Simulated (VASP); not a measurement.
Ti4H:

```xyz
5
Lattice="4.1530 0.0000 0.0000 -2.0765 3.5966 0.0000 0.0000 0.0000 4.1513" Properties=species:S:1:pos:R:3 pbc="T T T"
Ti    2.0765    0.0000    0.0000
Ti   -1.0382    1.7983    0.0000
Ti    1.0382    1.7983    0.0000
Ti    0.0000    0.0000    2.0757
H     0.0000    0.0000    0.0000
```

The cell was built from a structure type or drawn by symmetry, and may not be a known phase.

* Program: VASP 6.6.1
* Task: relaxation of cell and atoms
* Functional: PBE
* Potentials or basis: VASP PAW PBE potentials, release 64 (Ti_sv, H)
* Cutoff: 600 eV
* k mesh: 6 × 6 × 4
* Occupations: gaussian, width 0.1 eV
* Spin: no spin polarisation

At the start: pressure 44.8 GPa; volume 12.40 Å³/atom.

Problem. How do energy, volume and symmetry change on relaxing?

Solution. Over 14 steps the energy falls by 1180.1 meV/atom and the volume is 15.33 Å³/atom (+23.7 %); space group P6/mmm (No. 191, to 0.1 Å) before and after.

Step by step:
```
step  energy change (eV)  largest force (eV/Å)  pressure (GPa)  volume (Å³)
   1              0.0000                0.0000           44.83        62.01
   2             -3.6410                0.0000          -10.85        97.49
   3             -3.8877                0.0000           -4.38        87.55
   4             -3.8894                0.0000           -5.18        88.51
   5             -4.6591                0.0000           -5.25        84.40
   6             -5.1371                0.0000           15.70        68.61
   7             -5.3943                0.0000           -2.87        79.41
   8             -5.8593                0.0000            2.90        74.29
   9             -5.8567                0.0000            4.35        73.44
  10             -5.8617                0.0000            3.73        73.80
  11             -5.8814                0.0000           -1.20        77.92
  12             -5.8979                0.0000            0.67        76.22
  13             -5.9000                0.0000           -0.20        76.82
  14             -5.9003                0.0000            0.00        76.67
```

Final structure:
```yaml
crystal:
  lattice:
    - [5.33437, 0.00000, 0.00000]
    - [-2.66719, 4.61970, 0.00000]
    - [0.00000, 0.00000, 3.11134]
  atoms:
    - { symbol: Ti, position: [0.50000, 0.00000, 0.00000] }
    - { symbol: Ti, position: [0.00000, 0.50000, 0.00000] }
    - { symbol: Ti, position: [0.50000, 0.50000, 0.00000] }
    - { symbol: Ti, position: [0.00000, 0.00000, 0.50000] }
    - { symbol: H, position: [0.00000, 0.00000, 0.00000] }
```

Caveat: the k points lie up to 0.50 Å⁻¹ apart in the final cell, too coarse for converged energies and pressures of a metal; the volume moved by over 15 % at a fixed basis, so the end points are rough.
